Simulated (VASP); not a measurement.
A run of VASP 6.6.1:

File INCAR:

```
PREC     = Accurate       # precision mode
ENCUT    = 520            # plane-wave cutoff, eV
EDIFF    = 1E-6           # SCF threshold, eV
ISMEAR   = -1             # smearing method
SIGMA    = 0.1            # smearing width, eV
LREAL    = False          # projectors in reciprocal space
LASPH    = True           # aspherical terms in the spheres
NELM     = 60             # most SCF steps
ALGO     = Normal         # electronic algorithm
ISIF     = 2              # what is computed and relaxed
LWAVE    = False          # write WAVECAR
LCHARG   = False          # write CHGCAR
GGA      = CA             # functional
NBANDS   = 16             # bands
```

Contents of KPOINTS:

```
Automatic mesh
0
Gamma
  5 5 2
```

Contents of POSCAR:

```
C
1.0
    2.4561140000      0.0000000000      0.0000000000
   -1.2280744483      2.1270470447      0.0000000000
    0.0000000000      0.0000000000      7.1732680000
C
4
Direct
    0.0833790000      0.9166210000      0.7531380000
    0.5833790000      0.4166210000      0.2468620000
    0.9166210000      0.0833790000      0.2468620000
    0.4166210000      0.5833790000      0.7531380000
```

Potentials or basis: VASP PAW LDA potentials, release 64 (C).

Run with:

```sh
$ cat potpaw_LDA.64/C/POTCAR > POTCAR
$ mpirun -np 1 vasp_std > vasp.out
```

Hardware: 1 thread of Intel(R) Xeon(R) 6975P-C (Granite Rapids), on a shared host.

Question: How long does it take, and how much memory?

Answer: Wall time 4 s on 1 thread of Intel(R) Xeon(R) 6975P-C (Granite Rapids) (shared host), peak memory 0.12 GiB. Counts: scf iterations 12, k points 18.
